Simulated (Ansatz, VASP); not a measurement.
**K2S in VASP and in Ansatz**

INCAR

```
SYSTEM = K2S
PREC = Accurate
ENCUT = 500
EDIFF = 1E-6
ISMEAR = 0
SIGMA = 0.01
LREAL = .False.
LASPH = .True.
NELM = 120
ALGO = Normal
ISIF = 2
LWAVE = .False.
LCHARG = .False.
GGA = PE
NBANDS = 19
GGA_COMPAT = .False.
```

Contents of KPOINTS:

```
Automatic mesh
0
Gamma
  6 6 6
  0 0 0
```

File POSCAR:

```
K2S
1.0
    0.0000000000      3.6544736403      3.6544736403
    3.6544736403      0.0000000000      3.6544736403
    3.6544736403      3.6544736403      0.0000000000
K S
2 1
Direct
    0.2500000000      0.2500000000      0.2500000000
    0.7500000000      0.7500000000      0.7500000000
    0.0000000000      0.0000000000      0.0000000000
```

Input for Ansatz:

```yaml
crystal:
  lattice:
    - [0.0, 3.6544736403, 3.6544736403]
    - [3.6544736403, 0.0, 3.6544736403]
    - [3.6544736403, 3.6544736403, 0.0]
  atoms:
    - { symbol: K, position: [0.25, 0.25, 0.25] }
    - { symbol: K, position: [0.75, 0.75, 0.75] }
    - { symbol: S, position: [0.0, 0.0, 0.0] }
kpoints:
  mp_grid: { grid: [6, 6, 6] }
hamiltonian:
  xc: pbe
scf:
  occupations: { method: fixed }
  n_extra_bands: 4
output:
  forces: true
  stress: true
  eigenvalues: true
```

Alike in both runs: task single point; functional PBE; k mesh 6 × 6 × 6; no spin polarisation.

|  | VASP | Ansatz |
| --- | --- | --- |
| version | VASP 6.6.1 | Ansatz 0.2.0 |
| potentials or method | VASP PAW PBE potentials, release 64 (K_sv, S) | plane waves, PAW |
| plane-wave cutoff (eV) | 500 | 420 |
| occupations | gaussian, width 0.01 eV | fixed |
| valence electrons in the cell | 24 | 24 |

```tsv
	VASP	Ansatz	Ansatz less VASP
gap on the k mesh at the Fermi level (eV)	2.48	2.48	+0.002
pressure (GPa)	1.3	1.3	-0.04
```
